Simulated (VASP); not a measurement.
Mo3HS6: single point with PBEsol

Mo3HS6, a slab with vacuum:

```
S Mo H
1.0
     3.12041    0.00000    0.00000
    -1.56020    6.15233    0.00000
     0.00000    0.00000   25.65978
S Mo H
6 3 1
Direct
  0.89272 0.78544 0.33126
  0.17159 0.34318 0.38244
  0.42488 0.84975 0.43544
  0.70474 0.40947 0.48620
  0.96287 0.92574 0.54113
  0.17302 0.34604 0.61720
  0.53216 0.06431 0.35685
  0.06343 0.12684 0.45604
  0.60286 0.20572 0.55886
  0.33968 0.17937 0.66645
```

```
Program                : VASP 6.6.1
Task                   : single point
Functional             : PBEsol
Potentials or basis    : VASP PAW PBE potentials, release 64 (S, Mo_sv, H)
Cutoff                 : 520 eV
k mesh                 : 10 × 5 × 1
Occupations            : gaussian, width 0.1 eV
Spin                   : no spin polarisation
Dipole correction      : yes
Further INCAR settings : ALGO = Normal; EDIFF = 1e-06; NBANDS = 50
```

The largest force is 3.965 eV/Å. The band gap on the k mesh is zero (an odd number of electrons rules out a gap without spin polarisation).

Forces on the atoms (eV/Å):
```
S    0.018  1.524 -0.546
S   -0.002  0.843 -1.225
S   -0.006  0.295 -1.175
S    0.143  0.047 -0.094
S    0.106  0.166  0.020
S    0.838 -0.684  2.367
Mo   0.036 -2.801  2.806
Mo   0.037  0.117  0.106
Mo  -0.309 -0.738 -0.404
H   -0.863  1.231 -1.855
```

Levels at points of the mesh, in eV from the Fermi level:
```
           k point  band 36  band 37  band 38  band 39  band 40  band 41  band 42  band 43
(0.00, 0.00, 0.00)    -1.37    -1.17    -0.94    -0.91    -0.47     0.12     0.16     1.03
(0.50, 0.00, 0.00)    -2.03    -1.76    -0.67    -0.14     0.38     0.40     1.08     1.52
```

Run time: 12 min on 1 thread of Intel(R) Xeon(R) 6975P-C (Granite Rapids), on a shared host, peak memory 0.79 GiB.

Caveat: the PAW data sets were made with another functional, which shifts forces and pressure a little.
